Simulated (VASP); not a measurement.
Set up this calculation in VASP 6.6.1, as the native input.

```yaml
Task: single point
Functional: PBEsol
Potentials_or_basis: VASP PAW PBE potentials, release 64 (Ta_pv, Si)
Cutoff: 520 eV
k_mesh: 10 × 10 × 10
Occupations: gaussian, width 0.1 eV
Spin: no spin polarisation
Dipole_correction: no
Further_INCAR_settings: ALGO = Fast; EDIFF = 1e-06; NBANDS = 35
```

The structure of Ta2Si lies in POSCAR:

```
Ta2Si
1.0
   -3.0683767193      3.0683767193      2.5198993616
    3.0683767193     -3.0683767193      2.5198993616
    3.0683767193      3.0683767193     -2.5198993616
Ta Si
4 2
Direct
    0.6630661939      0.8369338061      0.5000000000
    0.8369338061      0.3369338061      0.1738676123
    0.3369338061      0.1630661939      0.5000000000
    0.1630661939      0.6630661939      0.8261323877
    0.2500000000      0.2500000000      0.0000000000
    0.7500000000      0.7500000000      0.0000000000
```

The input as run:

INCAR

```
PREC = Accurate ; ENCUT = 520
EDIFF = 1E-6 ; ISMEAR = 0
SIGMA = 0.1 ; LREAL = False
LASPH = True ; NELM = 100
ALGO = Fast ; ISIF = 2
LWAVE = False ; LCHARG = False
GGA = PS ; NBANDS = 35
```

KPOINTS

```
regular mesh
0
Gamma
  10 10 10
```

Potentials or basis: VASP PAW PBE potentials, release 64 (Ta_pv, Si).

Command:

```bash
$ cat potpaw_PBE.64/Ta_pv/POTCAR potpaw_PBE.64/Si/POTCAR > POTCAR
$ mpirun -np 1 vasp_std > vasp.out
```

Results of the run:

```json
{
  "Pressure": "0.3 GPa",
  "Largest force": "0.005 eV/Å",
  "Band gap on the k mesh": "zero (bands 26 and 27 overlap by 0.75 eV)"
}
```

Caveat: the PAW data sets were made with another functional, which shifts forces and pressure a little; spin-orbit coupling is left out, which moves the levels of the heavy elements.

Wall time 6.1 min on 1 thread of AMD EPYC 7R13 Processor (Zen 3), with other jobs on the host, peak memory 0.39 GiB.
